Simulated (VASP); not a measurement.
# HgTe in VASP: single point with PBE+D4

Aim: the single point of HgTe with PBE+D4.

All numbers are computed with VASP 6.6.1; they aren't measurements. Logs are shortened: lines on timing, memory, paths and dates and some standing lists are left out, and cuts for length are marked.

## 1. The cell of the first run

The cell holds a slab with vacuum, 4 atoms: a = 4.546 Å, b = 4.546 Å, c = 18.496 Å, α = 90.00°, β = 90.00°, γ = 60.00°.

## 2. Single point, PBE+D4

File INCAR:

```
SYSTEM = HgTe
PREC = Accurate
ENCUT = 400
EDIFF = 1E-6
ISMEAR = 0
SIGMA = 0.1
LREAL = .FALSE.
LASPH = .TRUE.
NELM = 120
ALGO = Normal
ISIF = 2
LWAVE = .FALSE.
LCHARG = .FALSE.
LDIPOL = .TRUE.
IDIPOL = 3
DIPOL = 0.5 0.5 0.500
GGA = PE
IVDW = 13
NBANDS = 26
GGA_COMPAT = .FALSE.
NELMDL = -8
```

File KPOINTS:

```
Automatic mesh
0
G
  4 4 1
  0 0 0
```

File POSCAR:

```
HgTe
1.0
    4.5459894962      0.0000000000      0.0000000000
    2.2729947481      3.9369423891      0.0000000000
    0.0000000000      0.0000000000     18.4956235411
Hg Te
2 2
Direct
    0.0000000000      0.0000000000      0.3244010664
    0.6666666667      0.6666666667      0.5250855619
    0.0000000000      1.0000000000      0.4749144381
    0.6666666667      0.6666666667      0.6755989336
```

Potentials or basis: VASP PAW PBE potentials, release 64 (Hg, Te).

Started as:

```console
$ cat potpaw_PBE.64/Hg/POTCAR potpaw_PBE.64/Te/POTCAR > POTCAR
$ mpirun -np 1 vasp_std > vasp.out
```

OUTCAR:

```text
SYSTEM = HgTe
   PREC = Accurate
   ENCUT = 400
   EDIFF = 1E-6
   ISMEAR = 0
   LREAL = .FALSE.
   LASPH = .TRUE.
   NELM = 120
   ISIF = 2
   GGA = PE
   IVDW = 13
   NELMDL = -8

 ion  position               nearest neighbor table
   1  0.000  0.000  0.324-   3 2.78
   2  0.667  0.667  0.525-   3 2.78   3 2.78   3 2.78   4 2.78
   3  0.000  0.000  0.475-   2 2.78   2 2.78   2 2.78   1 2.78
   4  0.667  0.667  0.676-   2 2.78

  LATTYP: Found a hexagonal cell.
 ALAT       =     4.5459894962
 C/A-ratio  =     4.0685583538

  Lattice vectors:

 A1 = (  -2.2729947481,  -3.9369423891,   0.0000000000)
 A2 = (   4.5459894962,   0.0000000000,   0.0000000000)
 A3 = (   0.0000000000,   0.0000000000,  18.4956235411)

Analysis of symmetry for initial positions (statically):
=====================================================================
 Subroutine PRICEL returns:
 Original cell was already a primitive cell.

 Routine SETGRP: Setting up the symmetry group for a
 hexagonal supercell.

 Subroutine GETGRP returns: Found  6 space group operations
 (whereof  6 operations were pure point group operations)
 out of a pool of 24 trial point group operations.

The static configuration has the point symmetry C_3v.

Analysis of symmetry for dynamics (positions and initial velocities):
=====================================================================
 Subroutine PRICEL returns:
 Original cell was already a primitive cell.

 Routine SETGRP: Setting up the symmetry group for a
 hexagonal supercell.

 Subroutine GETGRP returns: Found  6 space group operations
 (whereof  6 operations were pure point group operations)
 out of a pool of 24 trial point group operations.

The dynamic configuration has the point symmetry C_3v.

 Subroutine INISYM returns: Found  6 space group operations
 (whereof  6 operations are pure point group operations),
 and found     1 'primitive' translations

----------------------------------------------------------------------------------------

                                     Primitive cell

  volume of cell :     331.0217

  direct lattice vectors                    reciprocal lattice vectors
     4.545989496  0.000000000  0.000000000     0.219974111 -0.127002112  0.000000000
     2.272994748  3.936942389  0.000000000     0.000000000  0.254004225  0.000000000
     0.000000000  0.000000000 18.495623541     0.000000000  0.000000000  0.054066844

  length of vectors
     4.545989496  4.545989496 18.495623541     0.254004225  0.254004225  0.054066844

  position of ions in fractional coordinates (direct lattice)
     0.000000000  0.000000000  0.324401066
     0.666666667  0.666666667  0.525085562
     0.000000000  0.000000000  0.474914438
     0.666666667  0.666666667  0.675598934

  ion indices of the primitive-cell ions
   primitive index   ion index
                 1           1
                 2           2
                 3           3
                 4           4

----------------------------------------------------------------------------------------

 KPOINTS: Automatic mesh

Automatic generation of k-mesh.
 Grid dimensions read from file:
 generate k-points for:    4    4    1

 Generating k-lattice:

  Cartesian coordinates                     Fractional coordinates (reciprocal lattice)
     0.054993528 -0.031750528  0.000000000     0.250000000  0.000000000  0.000000000
     0.000000000  0.063501056  0.000000000     0.000000000  0.250000000  0.000000000
     0.000000000  0.000000000  0.054066844     0.000000000  0.000000000  1.000000000

  Length of vectors
     0.063501056  0.063501056  0.054066844

  Shift w.r.t. Gamma in fractional coordinates (k-lattice)
     0.000000000  0.000000000  0.000000000

 Subroutine IBZKPT returns following result:
 ===========================================

 Found      4 irreducible k-points:

 Following reciprocal coordinates:
            Coordinates               Weight
  0.000000  0.000000  0.000000      1.000000
  0.250000 -0.000000  0.000000      6.000000
  0.500000 -0.000000  0.000000      3.000000
  0.500000  0.250000  0.000000      6.000000
   k-points           NKPTS =      4   k-points in BZ     NKDIM =      4   number of bands    NBANDS=     26
   number of dos      NEDOS =    301   number of ions     NIONS =      4
   total plane-waves  NPLWV = 113400
   dimension x,y,z NGX =    30 NGY =   30 NGZ =  126
   dimension x,y,z NGXF=    60 NGYF=   60 NGZF=  252
   ions per type =               2   2
   NGX,Y,Z   is equivalent  to a cutoff of  10.97, 10.97, 11.33 a.u.
   NGXF,Y,Z  is equivalent  to a cutoff of  21.94, 21.94, 22.65 a.u.
 SYSTEM =  HgTe
   PREC   = accura    normal or accurate (medium, high low for compatibility)
   ISTART =      0    job   : 0-new  1-cont  2-samecut
   ICHARG =      2    charge: 1-file 2-atom 10-const
   ISPIN  =      1    spin polarized calculation?
   LNONCOLLINEAR =      F non collinear calculations
   LSORBIT =      F    spin-orbit coupling
   LASPH  =      T    aspherical Exc in radial PAW
   ENCUT  =  400.0 eV  29.40 Ry    5.42 a.u.   7.41  7.41 30.16*2*pi/ulx,y,z
   NELM   =    120;   NELMIN=  2; NELMDL= -8     # of ELM steps
   EDIFF  = 0.1E-05   stopping-criterion for ELM
   LREAL  =      F    real-space projection
   EDIFFG = 0.1E-04   stopping-criterion for IOM
   NSW    =      0    number of steps for IOM
   IBRION =     -1    ionic relax: 0-MD 1-quasi-New 2-CG
   NFREE  =      0    steps in history (QN), initial steepest desc. (CG)
   ISIF   =      2    stress and relaxation
   ISYM   =      2    0-nonsym 1-usesym 2-fastsym
   POTIM  = 0.5000    time-step for ionic-motion
   TEBEG  =    0.0;   TEEND  =   0.0 temperature during run
   PSTRESS=    0.0 pullay stress
   NELECT =      36.0000    total number of electrons
   NUPDOWN=      -1.0000    fix difference up-down
   EMIN   =  10.00;   EMAX   =-10.00  energy-range for DOS
   EFERMI =   0.00;   METHOD = LEGACY
   ISMEAR =     0;   SIGMA  =   0.10  broadening in eV -4-tet -1-fermi 0-gaus
   EFERMI_NEDOS =   21; number of points for ismear=-14 and -15
   IALGO  =     38    algorithm
   IMIX   =      4    mixing-type and parameters
     AMIX     =   0.40;   BMIX     =  1.00
     AMIX_MAG =   1.60;   BMIX_MAG =  1.00
  volume/ion in A,a.u.               =      82.76       558.46
  Fermi-wavevector in a.u.,A,eV,Ry     =   0.781430  1.476689  8.308168  0.610633
  Thomas-Fermi vector in A             =   1.884946
   LORBIT       =      0    0 simple, 1 ext, 2 COOP (PROOUT), +10 PAW based schemes
   GGA     = PE    functional components
   LHFCALC =     F    Hartree Fock is set to
   AEXX    =    0.0000 exact exchange contribution
   IVDW    =    13    specifies the selected vdW correction
   LEPSILON=     F    determine dielectric tensor
   LRPA    =     F    only Hartree local field effects (RPA)
 non-spin polarized calculation
 Gauss-broadening in eV      SIGMA  =   0.10
  energy-cutoff  :      400.00
  volume of cell :      331.02
 maximum number of plane-waves:      6055
 NGX is ok and might be reduce to    30
   NGX = 15   NGY = 15   NGZ = 61

 dipolmoment           0.000000      0.000000     -0.000006 electrons x Angstroem

 number of electron      35.9999997 magnetization

 dipolmoment           0.000000      0.000000      0.057726 electrons x Angstroem

 Free energy of the ion-electron system (eV)
  ---------------------------------------------------
  ext. energy  EPLUGINS =         0.00000000
  ---------------------------------------------------
  free energy    TOTEN  =        -4.81785271 eV

  energy without entropy =       -4.75803869  energy(sigma->0) =       -4.78794570

 E-fermi :  -1.9277     XC(G=0):  -4.5441

 val. band max:       -1.9650698405   @ k =   0.2500  -0.0000   0.0000
 cond. band min:      -1.9127193128   @ k =   0.5000   0.2500   0.0000
 fundamental gap:      0.0523505278
 Fermi energy:        -1.9276540373

 k-point     1 :       0.0000    0.0000    0.0000
  band No.  band energies     occupation
      1     -13.6455      2.00000
      2     -12.1270      2.00000
      3      -9.1024      2.00000
      4      -9.1024      2.00000
      5      -8.8255      2.00000
      6      -8.6060      2.00000
[... 18 lines left out ...]
     25       3.6539      0.00000
     26       3.9849      0.00000

 k-point     2 :       0.2500   -0.0000    0.0000
  band No.  band energies     occupation
      1     -13.4435      2.00000
      2     -12.0241      2.00000
      3      -9.0096      2.00000
      4      -9.0075      2.00000
      5      -8.7700      2.00000
      6      -8.6018      2.00000
[... 18 lines left out ...]
     25       3.5065      0.00000
     26       4.2740      0.00000

 k-point     3 :       0.5000   -0.0000    0.0000
  band No.  band energies     occupation
      1     -13.2247      2.00000
      2     -11.9155      2.00000
      3      -8.9254      2.00000
      4      -8.8936      2.00000
      5      -8.6009      2.00000
      6      -8.5769      2.00000
[... 18 lines left out ...]
     25       4.1002      0.00000
     26       4.3904      0.00000

 k-point     4 :       0.5000    0.2500    0.0000
  band No.  band energies     occupation
      1     -13.2267      2.00000
      2     -11.9160      2.00000
      3      -8.9460      2.00000
      4      -8.7654      2.00000
      5      -8.7497      2.00000
      6      -8.5891      2.00000
[... 18 lines left out ...]
     25       3.8065      0.00000
     26       4.3599      0.00000

------------------------ aborting loop because EDIFF is reached ----------------------------------------

 vacuum level on the upper side and lower side of the slab       (xc-potential included)         0.275        -0.289

  DFT-D4 for vdW energy calculation

  Edisp (eV):   -1.04906

  FORCE on cell =-STRESS in cart. coord.  units (eV):
  Direction    XX          YY          ZZ          XY          YZ          ZX
  --------------------------------------------------------------------------------------
  -------------------------------------------------------------------------------------
  Total      -1.26764    -1.26764     2.54509     0.00000     0.00000    -0.00000
  in kB      -6.13551    -6.13551    12.31850     0.00000     0.00000    -0.00000
  external pressure =        0.02 kB  Pullay stress =        0.00 kB

 VOLUME and BASIS-vectors are now :
 -----------------------------------------------------------------------------
  energy-cutoff  :      400.00
  volume of cell :      331.02
      direct lattice vectors                 reciprocal lattice vectors
     4.545989496  0.000000000  0.000000000     0.219974111 -0.127002112  0.000000000
     2.272994748  3.936942389  0.000000000     0.000000000  0.254004225  0.000000000
     0.000000000  0.000000000 18.495623541     0.000000000  0.000000000  0.054066844

 POSITION                                       TOTAL-FORCE (eV/Angst)
 -----------------------------------------------------------------------------------
      0.00000      0.00000      6.00000        -0.000000     -0.000000     -1.021247
      4.54599      2.62463      9.71178        -0.000000     -0.000000      0.850989
      0.00000      0.00000      8.78384        -0.000000      0.000000      0.444084
      4.54599      2.62463     12.49562         0.000000      0.000000     -0.273826
 -----------------------------------------------------------------------------------
    total drift:                               -0.000000     -0.000000      0.001365

  FREE ENERGIE OF THE ION-ELECTRON SYSTEM (eV)
  ---------------------------------------------------
  free  energy   TOTEN  =        -5.8669121635 eV

  energy  without entropy=       -5.8070981419  energy(sigma->0) =       -5.83700515

 vacuum level on the upper side and lower side of the slab         3.584         2.999
```

It took 81 s on 1 thread of Intel Xeon Platinum 8488C (Sapphire Rapids), shared host; peak memory 0.32 GiB.

What came out:

| Item | Value |
| --- | --- |
| Free energy | -5.8669 eV |
| Largest force | 1.021 eV/Å |
| Band gap on the k mesh | zero (bands 18 and 19 overlap by 0.39 eV) |
| Dispersion energy per atom | -0.262 eV |

Forces in eV/Å, atoms in the order of the input:
```
Hg   0.000  0.000 -1.021
Hg   0.000  0.000  0.851
Te   0.000  0.000  0.444
Te   0.000  0.000 -0.274
```

Caveat: the k points lie up to 0.40 Å⁻¹ apart; spin-orbit coupling is left out, which moves the levels of the heavy elements.
